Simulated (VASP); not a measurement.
**Rb3Sr: single point with LDA**

Rb3Sr:

```
CELL_PARAMETERS angstrom
0.00000 5.16920 5.16920
5.16920 0.00000 5.16920
5.16920 5.16920 0.00000
ATOMIC_POSITIONS crystal
Rb 0.25000 0.25000 0.25000
Rb 0.75000 0.75000 0.75000
Rb 0.50000 0.50000 0.50000
Sr 0.00000 0.00000 0.00000
```

```yaml
Program: VASP 6.6.1
Task: single point
Functional: LDA
Potentials_or_basis: VASP PAW LDA potentials, release 64 (Rb_sv, Sr_sv)
Cutoff: 520 eV
k_mesh: 8 × 8 × 8
Occupations: gaussian, width 0.1 eV
Spin: no spin polarisation
Dipole_correction: no
Further_INCAR_settings: ALGO = Normal; EDIFF = 1e-07; NBANDS = 26
```

| Property | Result |
| --- | --- |
| Pressure | 0.0 GPa |
| Band gap on the k mesh | zero (an odd number of electrons rules out a gap without spin polarisation) |

Levels at points of the mesh, in eV from the Fermi level:
```csv
k point,band 16,band 17,band 18,band 19,band 20,band 21
"(0.00, 0.00, 0.00)",-12.50,-2.63,0.66,0.66,0.93,0.93
"(0.50, 0.00, 0.00)",-12.50,-1.58,-1.09,0.79,0.79,0.80
"(0.50, 0.50, 0.00)",-12.51,-1.25,-0.77,-0.17,-0.06,0.82
```

Wall time 110 s on 1 thread of Intel(R) Xeon(R) 6975P-C (Granite Rapids) (shared host), peak memory 0.42 GiB.
